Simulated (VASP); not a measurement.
Write the native input for VASP 6.6.1 that does the following.

```yaml
Task: single point
Functional: PBEsol
Potentials_or_basis: VASP PAW PBE potentials, release 64 (Sr_sv, O)
Cutoff: 520 eV
k_mesh: 2 × 2 × 2
Occupations: fermi-dirac, width 0.146 eV
Spin: no spin polarisation
Dipole_correction: no
Further_INCAR_settings: LREAL = Auto; ALGO = Normal; EDIFF = 1e-06; NBANDS = 78
```

The structure of SrO lies in POSCAR:

```
SrO
1.0
    0.0000000000      5.1597846531      5.1597846531
    5.1597846531      0.0000000000      5.1597846531
    5.1597846531      5.1597846531      0.0000000000
Sr O
8 8
Direct
    0.0044231497      0.0027263735     -0.0102168024
   -0.0007251272      0.0031810436      0.4910289228
    0.0107546155      0.4976947048      0.0009441285
   -0.0018424219      0.5066964371      0.5039569817
    0.4965281833      0.0139896342      0.0041198425
    0.4992863410     -0.0074499233      0.4988702384
    0.4984350458      0.4955963615      0.0062437683
    0.4948254960      0.4869658656      0.5075225375
    0.2219770934      0.2705457871      0.2744228868
    0.2192926791      0.2611436505      0.7775772188
    0.2509209370      0.7232034379      0.2665431006
    0.2331521722      0.7539535584      0.7432759810
    0.7361599864      0.2570419289      0.2481140369
    0.7845792552      0.2391340110      0.7113556566
    0.7387161977      0.7735755983      0.2705689469
    0.7613967954      0.7433718184      0.7316643530
```

These files were run (other wordings do the same):

INCAR

```
SYSTEM = SrO
PREC = Accurate ; ENCUT = 520
EDIFF = 1E-6 ; ISMEAR = -1
SIGMA = 0.146 ; LREAL = Auto
LASPH = .TRUE. ; NELM = 100
ALGO = Normal ; ISIF = 2
LWAVE = .FALSE. ; LCHARG = .TRUE.
GGA = PS ; LELF = .TRUE.
LVHAR = .TRUE. ; NBANDS = 78
```

KPOINTS

```
regular mesh
0
G
  2 2 2
  0 0 0
```

Potentials or basis: VASP PAW PBE potentials, release 64 (Sr_sv, O).

The run is started by

```console
$ cat potpaw_PBE.64/Sr_sv/POTCAR potpaw_PBE.64/O/POTCAR > POTCAR
$ mpirun -np 1 vasp_std > vasp.out
```

Results of the run:

```yaml
Pressure: 0.0 GPa
Largest_force: 1.786 eV/Å
Band_gap_on_the_k_mesh: 3.06 eV
```

Caveat: the k points lie up to 0.53 Å⁻¹ apart; the atoms stand as in a frame of molecular dynamics; the PAW data sets were made with another functional, which shifts forces and pressure a little.

It took 3.8 min on 1 thread of Intel(R) Xeon(R) 6975P-C (Granite Rapids) (shared host), peak memory 0.43 GiB.
